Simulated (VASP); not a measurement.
## Al3InAs4: single point with PBE

Crystal: Al3InAs4.

```
Al In As
1.0
     3.90053    0.00000    0.00000
     0.00000    3.90053    0.00000
     0.00000    0.00000   11.03235
Al In As
3 1 4
Direct
  0.50000 0.50000 0.25000
  0.00000 0.00000 0.50000
  0.50000 0.50000 0.75000
  0.00000 0.00000 0.00000
  0.50000 0.00000 0.12500
  0.00000 0.50000 0.37500
  0.50000 0.00000 0.62500
  0.00000 0.50000 0.87500
```

```yaml
Program: VASP 6.6.1
Task: single point
Functional: PBE
Potentials_or_basis: VASP PAW PBE potentials, release 64 (Al, In_d, As)
Cutoff: 520 eV
k_mesh: 4 × 4 × 2
Occupations: gaussian, width 0.1 eV
Spin: no spin polarisation
```

```json
{
 "Pressure": "16.9 GPa",
 "Largest force": "2.479 eV/Å",
 "Band gap on the k mesh": "1.16 eV (least direct gap 1.19 eV)"
}
```

Forces in eV/Å, atoms in the order of the input:
```
Al   0.000  0.000  0.058
Al   0.000  0.000  0.000
Al   0.000  0.000 -0.058
In   0.000  0.000  0.000
As   0.000  0.000  2.479
As   0.000  0.000 -0.018
As   0.000  0.000  0.018
As   0.000  0.000 -2.479
```

Stress tensor (GPa, compression positive):
```
17.25  0.00  0.00
 0.00 17.25  0.00
 0.00  0.00 16.13
```

Levels at points of the mesh, in eV from the valence-band top:
```
           k point  band 19  band 20  band 21  band 22  band 23  band 24
(0.00, 0.00, 0.00)    -0.04     0.00     0.00     1.19     2.14     2.22
(0.50, 0.00, 0.00)    -1.13    -0.97    -0.89     2.18     2.23     3.24
(0.50, 0.50, 0.00)    -2.64    -2.64    -2.61     1.16     1.16     2.08
(0.00, 0.00, 0.50)    -0.81    -0.46    -0.46     1.40     1.64     2.45
(0.50, 0.00, 0.50)    -1.15    -1.14    -0.90     2.98     3.09     3.14
(0.50, 0.50, 0.50)    -3.11    -3.00    -3.00     2.19     2.19     2.49
```

Run time: 31 s on 1 thread of AMD EPYC 9R45 96-Core Processor (Zen 5), on a shared host, peak memory 0.25 GiB.

Caveat: the cell stands under pressure; spin-orbit coupling is left out, which moves the levels of the heavy elements; forces of over 1 eV/Å act on the atoms, so gaps and moduli don't describe the material at rest. A k mesh can miss the band edges.
